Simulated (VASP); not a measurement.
A run of VASP 6.6.1 is set up as follows.

The input POSCAR:

```
Pt
1.0
    2.6724852992      0.0000000000      0.0000000000
   -1.3362426496      2.3144401603      0.0000000000
    0.0000000000      0.0000000000      2.6672012010
Pt
1
Direct
    0.0000000000      0.0000000000      0.0000000000
```

The input INCAR.step1:

```
  PREC = Accurate
  ENCUT = 550
  ISMEAR = 0
  SIGMA = 0.1
  LREAL = False
  LASPH = True
  NELM = 120
  NBANDS = 15
  GGA = PE
  ALGO = Normal
  EDIFF = 1E-5
  LWAVE = True
  LCHARG = False
  GGA_COMPAT = False
```

The input INCAR.step2:

```
  PREC = Accurate
  ENCUT = 550
  EDIFF = 1E-6
  ISMEAR = 0
  SIGMA = 0.1
  LREAL = False
  LASPH = True
  NELM = 120
  ALGO = Normal
  ISIF = 2
  LWAVE = False
  LCHARG = False
  METAGGA = R2SCAN
  LMIXTAU = True
  NBANDS = 15
  ISTART = 1
  GGA_COMPAT = False
```

The input KPOINTS:

```
Automatic mesh
0
Gamma
  9 9 6
```

Potentials or basis: VASP PAW PBE potentials, release 64 (Pt_sv_GW).

The run is started by

```console
$ cat potpaw_PBE.64/Pt_sv_GW/POTCAR > POTCAR
$ cp INCAR.step1 INCAR
$ mpirun -np 1 vasp_std > vasp.out
$ cp INCAR.step2 INCAR
$ mpirun -np 1 vasp_std > vasp.out
```

(1) What does it give for the pressure?

(2) Estimate the band gap on the k mesh.

Answers

(1) -1.9 GPa.

(2) zero (band 9 reaches 10.47 eV, above the bottom of band 10 at 7.75 eV).

Caveat: the k points lie up to 0.39 Å⁻¹ apart; the PAW data sets were made with another functional, which shifts forces and pressure a little; spin-orbit coupling is left out, which moves the levels of the heavy elements.
